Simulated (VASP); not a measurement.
Wanted: the native input for a VASP 6.6.1 run.

```yaml
Task: single point
Functional: PBE
Potentials_or_basis: VASP PAW PBE potentials, release 64 (Hf_pv, C)
Cutoff: 520 eV
k_mesh: 20 × 20 × 20
Occupations: gaussian, width 0.15 eV
Spin: no spin polarisation
Dipole_correction: no
Further_INCAR_settings: ALGO = Normal; EDIFF = 1e-06; NBANDS = 14
```

The structure of HfC lies in POSCAR:

```
HfC
1.0
    0.0000000000      2.3905271553      2.1992849829
    2.3905271553      0.0000000000      2.1992849829
    2.3905271553      2.3905271553      0.0000000000
Hf C
1 1
Direct
    0.5000000000      0.5000000000      0.5000000000
    0.0000000000      0.0000000000      0.0000000000
```

This cell differs from its parent crystal: ratio of the length along z to the lengths across it x 0.92, volume and fractional coordinates fixed.

These files were run (other wordings do the same):

INCAR

```
PREC = Accurate ; ENCUT = 520
EDIFF = 1E-6 ; ISMEAR = 0
SIGMA = 0.15 ; LREAL = False
LASPH = True ; NELM = 60
ALGO = Normal ; ISIF = 2
LWAVE = False ; LCHARG = False
GGA = PE ; NBANDS = 14
```

KPOINTS

```
Automatic mesh
0
Gamma
  20 20 20
```

Potentials or basis: VASP PAW PBE potentials, release 64 (Hf_pv, C).

Command:

```sh
$ cat potpaw_PBE.64/Hf_pv/POTCAR potpaw_PBE.64/C/POTCAR > POTCAR
$ mpirun -np 1 vasp_std > vasp.out
```

Results of the run:

```yaml
Pressure: 2.8 GPa
Band_gap_on_the_k_mesh: zero (band 7 reaches 7.10 eV, above the bottom of band 8 at 5.04 eV)
```

Caveat: spin-orbit coupling is left out, which moves the levels of the heavy elements.

Run time: 5.2 min on 1 thread of AMD EPYC 7R43 64-Core Processor (Zen 3) (shared host), peak memory 0.3 GiB.
